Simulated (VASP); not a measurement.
A run of VASP 6.6.1 is set up as follows.

Contents of INCAR:

```
PREC = Accurate
ENCUT = 520
EDIFF = 1E-7
ISMEAR = 0
SIGMA = 0.1
LREAL = F
LASPH = T
NELM = 100
ALGO = Normal
ISIF = 2
LWAVE = F
LCHARG = T
LDIPOL = T
IDIPOL = 3
DIPOL = 0.5 0.5 0.385
LELF = T
LVHAR = T
LVACPOTAV = T
NBANDS = 41
```

Contents of KPOINTS:

```
Automatic mesh
0
Gamma
  9 9 1
```

POSCAR

```
Ti5C
1.0
    2.8641158414      0.0000000000      0.0000000000
   -1.4320579207      2.4803970780      0.0000000000
    0.0000000000      0.0000000000     24.4912544910
Ti C
5 1
Direct
    0.6666666667      0.3333333333      0.1633236060
    0.3333333333      0.6666666667      0.2559153301
    0.6666666667      0.3333333333      0.3495150200
    0.3333333333      0.6666666667      0.4443907180
    0.6666666667      0.3333333333      0.5304446326
    1.0000000000      1.0000000000      0.5691834573
```

Potentials or basis: VASP PAW LDA potentials, release 64 (Ti_sv, C).

Command:

```bash
$ cat potpaw_LDA.64/Ti_sv/POTCAR potpaw_LDA.64/C/POTCAR > POTCAR
$ mpirun -np 1 vasp_std > vasp.out
```

Q: What does it give for the largest force?

A: 1.241 eV/Å.

Q: Estimate the band gap on the k mesh.

A: Zero (band 32 reaches 1.99 eV, above the bottom of band 33 at 1.13 eV).

Forces in eV/Å, atoms in the order of the input:
```
Ti   0.000  0.000  0.565
Ti   0.000  0.000 -0.509
Ti   0.000  0.000  0.158
Ti   0.000  0.000 -1.241
Ti   0.000  0.000  0.975
C    0.000  0.000  0.054
```
